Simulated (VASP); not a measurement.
Here is a VASP 6.6.1 calculation.

The input POSCAR:

```
Al3Ni2
1.0
    3.8063852942      0.0000000000      0.0000000000
   -1.9031926471      3.2964263614      0.0000000000
    0.0000000000      0.0000000000      4.7399888559
Al Ni
3 2
Direct
    0.0000000000      0.0000000000      0.0000000000
    0.3333333333      0.6666666667      0.6484376367
    0.6666666667      0.3333333333      0.3515623633
    0.3333333333      0.6666666667      0.1462123372
    0.6666666667      0.3333333333      0.8537876628
```

The input INCAR.step1:

```
SYSTEM = Al3Ni2
ALGO = Normal ; EDIFF = 1E-4
ENCUT = 520 ; GGA = PE
ISMEAR = 0 ; LASPH = .TRUE.
LCHARG = .FALSE. ; LREAL = .FALSE.
LWAVE = .TRUE. ; NBANDS = 22
NELM = 60 ; PREC = Accurate
SIGMA = 0.15
```

The input INCAR.step2:

```
SYSTEM = Al3Ni2
ALGO = Normal ; EDIFF = 1E-7
ENCUT = 520 ; ISIF = 2
ISMEAR = 0 ; ISTART = 1
LASPH = .TRUE. ; LCHARG = .FALSE.
LMIXTAU = .TRUE. ; LREAL = .FALSE.
LWAVE = .FALSE. ; METAGGA = R2SCAN
NBANDS = 22 ; NELM = 60
PREC = Accurate ; SIGMA = 0.15
```

The input KPOINTS:

```
k-points
0
G
  12 12 10
  0 0 0
```

Potentials or basis: VASP PAW PBE potentials, release 64 (Al, Ni).

Command:

```console
$ cat potpaw_PBE.64/Al/POTCAR potpaw_PBE.64/Ni/POTCAR > POTCAR
$ cp INCAR.step1 INCAR
$ mpirun -np 1 vasp_std > vasp.out
$ cp INCAR.step2 INCAR
$ mpirun -np 1 vasp_std > vasp.out
```

**Question.** What does it give for the largest force?

**Answer.** 0.289 eV/Å.

**Question.** What does it give for the pressure?

**Answer.** 24.1 GPa.

Stress tensor (GPa, compression positive):
```
26.16  0.00  0.00
 0.00 26.16  0.00
 0.00  0.00 19.84
```

Caveat: the cell differs from its parent crystal (strain -0.050 along x and y, -0.025 along z); the PAW data sets were made with another functional, which shifts forces and pressure a little. Spin polarisation is off, so any magnetic state and its effect on volume and gap are missing.
